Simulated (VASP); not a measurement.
Crystal: Sn2Te3Pt.

```xyz
6
Lattice="3.6869 0.0000 0.0000 0.0000 3.6869 0.0000 0.0000 0.0000 11.4528" Properties=species:S:1:pos:R:3 pbc="T T T"
Sn    1.8434    1.8434    3.6711
Sn    1.8434    1.8434    7.7817
Te    0.0000    0.0000    9.9049
Te    0.0000    0.0000    1.5479
Te    0.0000    0.0000    5.7264
Pt    1.8434    1.8434    0.0000
```

* Program: VASP 6.6.1
* Task: relaxation of cell and atoms
* Functional: PBE
* Potentials or basis: VASP PAW PBE potentials, release 64 (Sn_d, Te, Pt)
* Cutoff: 600 eV
* k mesh: 6 × 6 × 2
* Occupations: gaussian, width 0.1 eV
* Spin: no spin polarisation

At the start: pressure -0.6 GPa; volume 25.95 Å³/atom.

**Question.** Where does the relaxation end?

**Answer.** Over 8 steps the energy falls by 3.6 meV/atom and the volume is 25.81 Å³/atom (-0.5 %); space group P4/mmm (No. 123, to 0.05 Å).

Step by step:
```csv
step,energy change (eV),largest force (eV/Å),pressure (GPa),volume (Å³)
1,0.0000,0.2968,-0.63,155.68
2,-0.0115,0.1510,0.43,153.38
3,-0.0115,0.1502,0.49,153.31
4,-0.0180,0.1004,0.27,154.05
5,-0.0195,0.0613,0.11,154.65
6,-0.0209,0.0481,-0.15,155.21
7,-0.0209,0.0450,-0.23,155.34
8,-0.0217,0.0273,0.00,154.84
```

Final structure:
```
CELL_PARAMETERS angstrom
3.68099 0.00000 0.00000
0.00000 3.68099 0.00000
0.00000 0.00000 11.42767
ATOMIC_POSITIONS crystal
Sn 0.50000 0.50000 0.32397
Sn 0.50000 0.50000 0.67603
Te 0.00000 0.00000 0.86801
Te 0.00000 0.00000 0.13199
Te 0.00000 0.00000 0.50000
Pt 0.50000 0.50000 0.00000
```
